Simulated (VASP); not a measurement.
# CuO in VASP: notebook

Aim: see how the results for CuO move with the level of theory and the settings. Levels: r2SCAN+D3(BJ), LDA+U, LDA, BLYP. Tasks: single point.

All numbers are computed with VASP 6.6.1; they aren't measurements. Logs are shortened: lines on timing, memory, paths and dates and some standing lists are left out, and cuts for length are marked.

## (1) The cell of the first run

The typed cell holds 4 atoms: a = 2.878 Å, b = 2.878 Å, c = 5.119 Å, α = 89.98°, β = 89.98°, γ = 89.89°.

## (2) Single point, r2SCAN+D3(BJ)

File POSCAR:

```
CuO
1.0
    2.0306341557     -2.0330056221      0.1601432828
    2.0306341557      2.0330056221      0.1601432828
   -0.3997299760      0.0000000000      5.1038590237
Cu O
2 2
Direct
   -0.0057520216      0.4942545836      0.0018502894
    0.4942545836     -0.0057520216      0.5018502894
    0.4940904896      0.4944069483      0.2518497106
    0.4944069483      0.4940904896      0.7518497106
```

File INCAR.step1:

```
SYSTEM = CuO
ALGO = Normal
EDIFF = 1E-4
ENCUT = 520
GGA = PE
ISMEAR = -1
LASPH = .TRUE.
LCHARG = .FALSE.
LREAL = .FALSE.
LWAVE = .TRUE.
NBANDS = 25
NELM = 60
PREC = Accurate
SIGMA = 0.05
```

File INCAR.step2:

```
SYSTEM = CuO
ALGO = Normal
EDIFF = 1E-6
ENCUT = 520
ISIF = 2
ISMEAR = -1
ISTART = 1
IVDW = 12
LASPH = .TRUE.
LCHARG = .FALSE.
LMIXTAU = .TRUE.
LREAL = .FALSE.
LWAVE = .FALSE.
METAGGA = R2SCAN
NBANDS = 25
NELM = 60
PREC = Accurate
SIGMA = 0.05
VDW_A1 = 0.49484001
VDW_A2 = 5.73083694
VDW_S6 = 1.0
VDW_S8 = 0.78981345
```

File KPOINTS:

```
k-points
0
G
  10 10 5
  0 0 0
```

Potentials or basis: VASP PAW PBE potentials, release 64 (Cu, O).

Started as:

```
cat potpaw_PBE.64/Cu/POTCAR potpaw_PBE.64/O/POTCAR > POTCAR
cp INCAR.step1 INCAR
mpirun -np 1 vasp_std > vasp.out
cp INCAR.step2 INCAR
mpirun -np 1 vasp_std > vasp.out
```

OUTCAR:

```text
SYSTEM = CuO
   EDIFF = 1E-6
   ENCUT = 520
   ISIF = 2
   ISMEAR = -1
   ISTART = 1
   IVDW = 12
   LASPH = .TRUE.
   LREAL = .FALSE.
   METAGGA = R2SCAN
   NELM = 60
   PREC = Accurate
 IVDW          = 12

 ion  position               nearest neighbor table
   1  0.994  0.494  0.002-   3 1.93   4 1.93   3 1.93   4 1.93
   2  0.494  0.994  0.502-   4 1.93   3 1.93   4 1.93   3 1.93
   3  0.494  0.494  0.252-   1 1.93   2 1.93   1 1.93   2 1.93
   4  0.494  0.494  0.752-   2 1.93   1 1.93   2 1.93   1 1.93

  LATTYP: Found a base centered monoclinic cell.
 ALAT       =     4.0738782237
 B/A-ratio  =     0.9980689213
 C/A-ratio  =     1.2566620972
 COS(beta)  =    -0.0005411728

  Lattice vectors:

 A1 = (  -2.0306341557,   2.0330056221,  -0.1601432828)
 A2 = (  -2.0306341557,  -2.0330056221,  -0.1601432828)
 A3 = (  -0.3997299760,   0.0000000000,   5.1038590237)

Analysis of symmetry for initial positions (statically):
=====================================================================
 Subroutine PRICEL returns:
 Original cell was already a primitive cell.

 Routine SETGRP: Setting up the symmetry group for a
 base centered monoclinic supercell.

 Subroutine GETGRP returns: Found  2 space group operations
 (whereof  1 operations were pure point group operations)
 out of a pool of  4 trial point group operations.

The static configuration has the point symmetry C_1 .
 The point group associated with its full space group is C_1h.

Analysis of symmetry for dynamics (positions and initial velocities):
=====================================================================
 Subroutine PRICEL returns:
 Original cell was already a primitive cell.

 Routine SETGRP: Setting up the symmetry group for a
 base centered monoclinic supercell.

 Subroutine GETGRP returns: Found  2 space group operations
 (whereof  1 operations were pure point group operations)
 out of a pool of  4 trial point group operations.

The dynamic configuration has the point symmetry C_1 .
 The point group associated with its full space group is C_1h.

 Subroutine INISYM returns: Found  2 space group operations
 (whereof  1 operations are pure point group operations),
 and found     1 'primitive' translations

----------------------------------------------------------------------------------------

                                     Primitive cell

  volume of cell :      42.4007

  direct lattice vectors                    reciprocal lattice vectors
     2.030634156 -2.033005622  0.160143283     0.244716995 -0.245941278  0.019166031
     2.030634156  2.033005622  0.160143283     0.244716995  0.245941278  0.019166031
    -0.399729976  0.000000000  5.103859024    -0.015356922  0.000000000  0.194727435

  length of vectors
     2.877886864  2.877886864  5.119488352     0.347477850  0.347477850  0.195332048

  position of ions in fractional coordinates (direct lattice)
     0.994247978  0.494254584  0.001850289
     0.494254584  0.994247978  0.501850289
     0.494090490  0.494406948  0.251849711
     0.494406948  0.494090490  0.751849711

  ion indices of the primitive-cell ions
   primitive index   ion index
                 1           1
                 2           2
                 3           3
                 4           4

----------------------------------------------------------------------------------------

 KPOINTS: k-points

Automatic generation of k-mesh.
 Grid dimensions read from file:
 generate k-points for:   10   10    5

 Generating k-lattice:

  Cartesian coordinates                     Fractional coordinates (reciprocal lattice)
     0.024471700 -0.024594128  0.001916603     0.100000000 -0.000000000 -0.000000000
     0.024471700  0.024594128  0.001916603    -0.000000000  0.100000000 -0.000000000
    -0.003071384  0.000000000  0.038945487    -0.000000000 -0.000000000  0.200000000

  Length of vectors
     0.034747785  0.034747785  0.039066410

  Shift w.r.t. Gamma in fractional coordinates (k-lattice)
     0.000000000  0.000000000  0.000000000

 Subroutine IBZKPT returns following result:
 ===========================================

 Found    141 irreducible k-points:

 Following reciprocal coordinates:
            Coordinates               Weight
  0.000000  0.000000  0.000000      1.000000
  0.100000 -0.000000  0.000000      4.000000
  0.200000 -0.000000  0.000000      4.000000
  0.300000 -0.000000  0.000000      4.000000
  0.400000 -0.000000  0.000000      4.000000
  0.500000  0.000000 -0.000000      2.000000
[... 16 lines left out ...]
  0.300000  0.300000  0.000000      2.000000
  0.400000  0.300000 -0.000000      4.000000
 [... further k-points ...]
   k-points           NKPTS =    141   k-points in BZ     NKDIM =    141   number of bands    NBANDS=     25
   number of dos      NEDOS =    301   number of ions     NIONS =      4
   total plane-waves  NPLWV =  23040
   dimension x,y,z NGX =    24 NGY =   24 NGZ =   40
[... 70 lines left out ...]
  band No.  band energies     occupation
      1     -16.0621      2.00000
      2     -14.7248      2.00000
      3      -3.5001      2.00000
      4      -0.6454      2.00000
      5      -0.6415      2.00000
      6       1.1559      2.00000
[... 17 lines left out ...]
     24      20.7976      0.00000
     25      21.1252      0.00000

 k-point     2 :       0.1000   -0.0000    0.0000
  band No.  band energies     occupation
      1     -16.0057      2.00000
      2     -14.7070      2.00000
      3      -3.4027      2.00000
      4      -0.7092      2.00000
      5      -0.6132      2.00000
      6       0.5697      2.00000
[... 17 lines left out ...]
     24      20.9886      0.00000
     25      21.2377      0.00000

 k-point     3 :       0.2000   -0.0000    0.0000
  band No.  band energies     occupation
      1     -15.8539      2.00000
      2     -14.6601      2.00000
      3      -3.1374      2.00000
      4      -0.8434      2.00000
      5      -0.5321      2.00000
      6      -0.4650      2.00000
[... 17 lines left out ...]
     24      21.1974      0.00000
     25      21.3859      0.00000

 k-point     4 :       0.3000   -0.0000    0.0000
  band No.  band energies     occupation
      1     -15.6563      2.00000
      2     -14.6013      2.00000
      3      -2.7858      2.00000
      4      -1.4580      2.00000
      5      -0.9370      2.00000
      6      -0.4279      2.00000
[... 17 lines left out ...]
     24      20.5936      0.00000
     25      21.3432      0.00000

 k-point     5 :       0.4000   -0.0000    0.0000
  band No.  band energies     occupation
      1     -15.4875      2.00000
      2     -14.5530      2.00000
      3      -2.4809      2.00000
      4      -2.1569      2.00000
      5      -0.9397      2.00000
      6      -0.3400      2.00000
[... 17 lines left out ...]
     24      19.3932      0.00000
     25      21.0962      0.00000

 k-point     6 :       0.5000    0.0000   -0.0000
  band No.  band energies     occupation
      1     -15.4206      2.00000
      2     -14.5342      2.00000
      3      -2.4260      2.00000
      4      -2.3406      2.00000
      5      -0.9134      2.00000
      6      -0.3054      2.00000
[... 17 lines left out ...]
     24      18.6364      0.00000
     25      20.9843      0.00000
[... 393 lines left out ...]
 k-point    21 :      -0.3000    0.2000    0.0000
  band No.  band energies     occupation
      1     -15.4603      2.00000
      2     -14.5476      2.00000
      3      -2.4065      2.00000
      4      -1.3456      2.00000
      5      -0.8227      2.00000
      6      -0.5392      2.00000
[... 17 lines left out ...]
     24      18.4927      0.00000
     25      21.5848      0.00000

 k-point    22 :      -0.2000    0.2000    0.0000
  band No.  band energies     occupation
      1     -15.6515      2.00000
      2     -14.6011      2.00000
      3      -2.7680      2.00000
      4      -0.7977      2.00000
      5      -0.6250      2.00000
      6      -0.5337      2.00000
[... 17 lines left out ...]
     24      18.0657      0.00000
     25      21.8171      0.00000

 k-point    23 :       0.3000    0.3000    0.0000
  band No.  band energies     occupation
      1     -15.2757      2.00000
      2     -14.4995      2.00000
      3      -2.0295      2.00000
      4      -1.3325      2.00000
      5      -1.1282      2.00000
      6      -0.7920      2.00000
[... 17 lines left out ...]
     24      17.9544      0.00000
     25      20.8800      0.00000

 k-point    24 :       0.4000    0.3000   -0.0000
  band No.  band energies     occupation
      1     -15.1180      2.00000
      2     -14.4600      2.00000
      3      -1.8879      2.00000
      4      -1.6771      2.00000
      5      -1.1535      2.00000
      6      -0.7150      2.00000
[... 17 lines left out ...]
     24      18.2461      0.00000
     25      19.7162      0.00000

 [... further k-points ...]

------------------------ aborting loop because EDIFF is reached ----------------------------------------

 Edisp (eV)   -0.51050

 E8    (eV) :    -0.1501

  FORCE on cell =-STRESS in cart. coord.  units (eV):
  Direction    XX          YY          ZZ          XY          YZ          ZX
  --------------------------------------------------------------------------------------
  -------------------------------------------------------------------------------------
  Total       0.23228     0.23046     0.36826     0.00000     0.00000    -0.00674
  in kB       8.77720     8.70828    13.91532     0.00000     0.00000    -0.25462
  external pressure =       10.47 kB  Pullay stress =        0.00 kB

 VOLUME and BASIS-vectors are now :
 -----------------------------------------------------------------------------
  energy-cutoff  :      520.00
  volume of cell :       42.40
      direct lattice vectors                 reciprocal lattice vectors
     2.030634156 -2.033005622  0.160143283     0.244716995 -0.245941278  0.019166031
     2.030634156  2.033005622  0.160143283     0.244716995  0.245941278  0.019166031
    -0.399729976  0.000000000  5.103859024    -0.015356922  0.000000000  0.194727435

 POSITION                                       TOTAL-FORCE (eV/Angst)
 -----------------------------------------------------------------------------------
      3.02186     -1.01649      0.24782        -0.007535      0.007903      0.001152
      2.82200      1.01649      2.79975        -0.007535     -0.007903      0.001152
      1.90660      0.00064      1.44371         0.007535      0.002339     -0.001152
      1.70674     -0.00064      3.99564         0.007535     -0.002339     -0.001152
 -----------------------------------------------------------------------------------
    total drift:                               -0.036982      0.000000      0.003501

  FREE ENERGIE OF THE ION-ELECTRON SYSTEM (eV)
  ---------------------------------------------------
  free  energy   TOTEN  =       -36.9825806607 eV

  energy  without entropy=      -36.9617862895  energy(sigma->0) =      -36.97218348
```

Wall time 3.7 min (1 thread of Intel Xeon Platinum 8488C (Sapphire Rapids), shared host); peak memory 0.27 GiB.

Results:

| Property | Result |
| --- | --- |
| Free energy | -36.9826 eV |
| Pressure | 1.0 GPa |
| Largest force | 0.011 eV/Å |
| Band gap on the k mesh | zero (bands 17 and 18 overlap by 0.96 eV) |
| Dispersion energy per atom | -0.128 eV |

Forces on the atoms (eV/Å):
```
Cu  -0.008  0.008  0.001
Cu  -0.008 -0.008  0.001
O    0.008  0.002 -0.001
O    0.008 -0.002 -0.001
```

Stress tensor (GPa, compression positive):
```
 0.88  0.00 -0.03
 0.00  0.87  0.00
-0.03  0.00  1.39
```

Levels at points of the mesh, in eV from the Fermi level:
| k point | band 14 | band 15 | band 16 | band 17 | band 18 | band 19 | band 20 | band 21 |
| --- | --- | --- | --- | --- | --- | --- | --- | --- |
| (0.00, 0.00, 0.00) | -2.70 | -2.60 | -2.27 | 0.70 | 0.71 | 1.82 | 6.65 | 7.92 |
| (0.50, 0.00, 0.00) | -2.18 | -1.80 | -1.73 | 0.25 | 0.49 | 3.89 | 6.47 | 7.22 |
| (0.50, 0.50, 0.00) | -2.68 | -1.62 | -1.39 | -1.39 | 1.25 | 2.32 | 7.54 | 10.61 |

Caveat: the PAW data sets were made with another functional, which shifts forces and pressure a little; semilocal functionals often make such compounds metallic where correlation or magnetic order opens a gap, which also shifts bond lengths. With open d or f shells a metallic result of r2SCAN can be an artefact of self-interaction; +U or a hybrid may open a gap.

## (3) Single point, LDA+U

This run uses another cell than the first one, of 10.40 Å³/atom.

File INCAR:

```
PREC = Accurate
ENCUT = 520
EDIFF = 1E-6
ISMEAR = -1
SIGMA = 0.05
LREAL = False
LASPH = True
NELM = 150
ALGO = Normal
ISIF = 2
LWAVE = False
LCHARG = False
LMAXMIX = 4
LDAU = True
LDAUTYPE = 2
LDAUL = 2 -1
LDAUU = 4.5 0
LDAUJ = 0 0
LDAUPRINT = 1
GGA = CA
NBANDS = 25
```

File KPOINTS:

```
Automatic mesh
0
Gamma
  10 10 5
```

File POSCAR:

```
CuO
1.0
    2.0283991371     -2.0185814262      0.1555497641
    2.0283991371      2.0185814262      0.1555497641
   -0.4088218605      0.0000000000      5.0482510587
Cu O
2 2
Direct
   -0.0057501525      0.4942503158      0.0018500073
    0.4942503158     -0.0057501525      0.5018500073
    0.4955122385      0.4929875981      0.2518499927
    0.4929875981      0.4955122385      0.7518499927
```

Potentials or basis: VASP PAW LDA potentials, release 64 (Cu, O).

Started as:

```
cat potpaw_LDA.64/Cu/POTCAR potpaw_LDA.64/O/POTCAR > POTCAR
mpirun -np 1 vasp_std > vasp.out
```

Wall time 59 s (1 thread of Intel Xeon Platinum 8488C (Sapphire Rapids), shared host); peak memory 0.23 GiB.

It converged, with:

| Item | Value |
| --- | --- |
| Free energy | -20.3101 eV |
| Pressure | -5.1 GPa |
| Band gap on the k mesh | zero (bands 17 and 18 overlap by 1.05 eV) |

Stress tensor (GPa, compression positive):
```
-4.76  0.00  0.13
 0.00 -4.65  0.00
 0.13  0.00 -6.02
```

Levels at points of the mesh, in eV from the Fermi level:
| k point | band 13 | band 14 | band 15 | band 16 | band 17 | band 18 | band 19 | band 20 | band 21 | band 22 |
| --- | --- | --- | --- | --- | --- | --- | --- | --- | --- | --- |
| (0.00, 0.00, 0.00) | -3.35 | -3.35 | -2.71 | -2.40 | 0.73 | 0.75 | 1.81 | 6.59 | 7.75 | 13.64 |
| (0.50, 0.00, 0.00) | -3.32 | -2.61 | -2.30 | -1.86 | 0.33 | 0.56 | 3.96 | 6.33 | 7.23 | 11.43 |
| (0.50, 0.50, 0.00) | -3.44 | -3.43 | -1.85 | -1.78 | -1.77 | 1.31 | 2.33 | 7.69 | 10.36 | 10.51 |

Eigenvalues of the final occupation matrices:
```tsv
site	spin	trace	eigenvalues
site 1 d	1	4.65	0.81 0.94 0.96 0.96 0.98
site 1 d	2	4.65	0.81 0.94 0.96 0.96 0.98
site 2 d	1	4.65	0.81 0.94 0.96 0.96 0.98
site 2 d	2	4.65	0.81 0.94 0.96 0.96 0.98
```

Caveat: the cell stands under tension; U without spin polarisation on a metal has little footing.

## (4) Single point, LDA

This run uses another cell than the first one, of 10.27 Å³/atom.

File INCAR:

```
ALGO = Normal
EDIFF = 1E-7
ENCUT = 520
ISIF = 2
ISMEAR = -1
LASPH = T
LCHARG = F
LREAL = F
LWAVE = F
NBANDS = 25
NELM = 100
PREC = Accurate
SIGMA = 0.05
```

File KPOINTS:

```
k-points
0
Gamma
  10 10 5
```

File POSCAR:

```
CuO
1.0
    2.0141969783     -2.0155222354      0.1588680765
    2.0141969783      2.0155222354      0.1588680765
   -0.3964488113      0.0000000000      5.0262217148
Cu O
2 2
Direct
   -0.0057503160      0.4942505895      0.0018500155
    0.4942505895     -0.0057503160      0.5018500155
    0.4942685825      0.4942311440      0.2518499845
    0.4942311440      0.4942685825      0.7518499845
```

Started as:

```
cat potpaw_LDA.64/Cu/POTCAR potpaw_LDA.64/O/POTCAR > POTCAR
mpirun -np 1 vasp_std > vasp.out
```

Wall time 1.7 min (1 thread of AMD EPYC 9R45 (Zen 5), shared host); peak memory 0.2 GiB.

The run converged. Its results:

- Free energy: -23.3313 eV
- Pressure: 1.1 GPa
- Band gap on the k mesh: zero (bands 17 and 18 overlap by 1.01 eV)

Stress tensor (GPa, compression positive):
```
 0.85  0.00 -0.05
 0.00  0.88  0.00
-0.05  0.00  1.45
```

Levels at points of the mesh, in eV from the Fermi level:
```
           k point  band 15  band 16  band 17  band 18  band 19  band 20
(0.00, 0.00, 0.00)    -2.51    -2.09     0.73     0.74     1.67     6.16
(0.50, 0.00, 0.00)    -1.72    -1.63     0.26     0.49     3.43     6.10
(0.50, 0.50, 0.00)    -1.67    -1.27    -1.27     1.24     1.77     7.14
```

Caveat: semilocal functionals often make such compounds metallic where correlation or magnetic order opens a gap, which also shifts bond lengths.

## (5) Single point, BLYP

This run uses another cell than the first one, of 11.65 Å³/atom.

File INCAR:

```
AGGAC = 1.0
AGGAX = 1.0
ALDAC = 0.0
ALDAX = 1.0
ALGO = Normal
EDIFF = 1E-7
ENCUT = 520
GGA = B5
ISIF = 2
ISMEAR = -1
LASPH = T
LCHARG = F
LREAL = F
LWAVE = F
NBANDS = 25
NELM = 60
PREC = Accurate
SIGMA = 0.05
```

KPOINTS is that of step 4.

File POSCAR:

```
CuO
1.0
    2.1125744999     -2.1151743884      0.1680651554
    2.1125744999      2.1151743884      0.1680651554
   -0.4127099619      0.0000000000      5.1798991079
Cu O
2 2
Direct
   -0.0057637315      0.4942806745      0.0018508916
    0.4942806745     -0.0057637315      0.5018508916
    0.4942629622      0.4942200949      0.2518491084
    0.4942200949      0.4942629622      0.7518491084
```

Potentials or basis: VASP PAW PBE potentials, release 64 (Cu, O).

Started as:

```
cat potpaw_PBE.64/Cu/POTCAR potpaw_PBE.64/O/POTCAR > POTCAR
mpirun -np 1 vasp_std > vasp.out
```

Run time: 2.2 min. Hardware: 1 thread of AMD EPYC 9R45 (Zen 5), shared host; peak memory 0.23 GiB.

The run converged. Its results:

```yaml
Free_energy: -18.3129 eV
Pressure: 0.7 GPa
Band_gap_on_the_k_mesh: zero (bands 17 and 18 overlap by 0.87 eV)
```

Stress tensor (GPa, compression positive):
```
 0.55  0.00 -0.03
 0.00  0.59  0.00
-0.03  0.00  0.92
```

Levels at points of the mesh, in eV from the Fermi level:
```tsv
k point	band 15	band 16	band 17	band 18	band 19	band 20
(0.00, 0.00, 0.00)	-2.18	-1.83	0.66	0.66	1.45	6.35
(0.50, 0.00, 0.00)	-1.53	-1.42	0.22	0.47	3.97	5.76
(0.50, 0.50, 0.00)	-1.57	-1.19	-1.19	1.07	2.48	7.21
```

Caveat: the PAW data sets were made with another functional, which shifts forces and pressure a little; semilocal functionals often make such compounds metallic where correlation or magnetic order opens a gap, which also shifts bond lengths.

## (6) The runs side by side

```tsv
level	potentials or basis	U	cell	gap on the mesh (eV)	pressure (GPa)
r2SCAN+D3(BJ)	VASP PAW PBE potentials, release 64 (Cu, O)	-	a = 2.878, b = 2.878, c = 5.119 Å, angles 90.0, 90.0, 89.9°, 4 atoms, atomic positions A	none	1.0
LDA+U	VASP PAW LDA potentials, release 64 (Cu, O)	Cu d U = 4.5 eV	a = 2.866, b = 2.866, c = 5.065 Å, angles 90.2, 90.2, 89.6°, 4 atoms, atomic positions B	none	-5.1
LDA	VASP PAW LDA potentials, release 64 (Cu, O)	-	a = 2.854, b = 2.854, c = 5.042 Å, angles 90.0, 90.0, 89.9°, 4 atoms, atomic positions C	none	1.1
BLYP	VASP PAW PBE potentials, release 64 (Cu, O)	-	a = 2.994, b = 2.994, c = 5.196 Å, angles 90.0, 90.0, 89.9°, 4 atoms, atomic positions C	none	0.7
```

Alike in all rows: task single point; no spin polarisation; k mesh 10 × 10 × 5; cutoff (eV) 520; smearing fermi-dirac 0.05 eV.

Caveats: semilocal functionals often make such compounds metallic where correlation or magnetic order opens a gap, which also shifts bond lengths (at least some runs); the PAW data sets were made with another functional, which shifts forces and pressure a little (at least some runs); the cell stands under tension (at least some runs); U without spin polarisation on a metal has little footing (at least some runs).

Absolute energies hang on the potentials; compare differences alone.
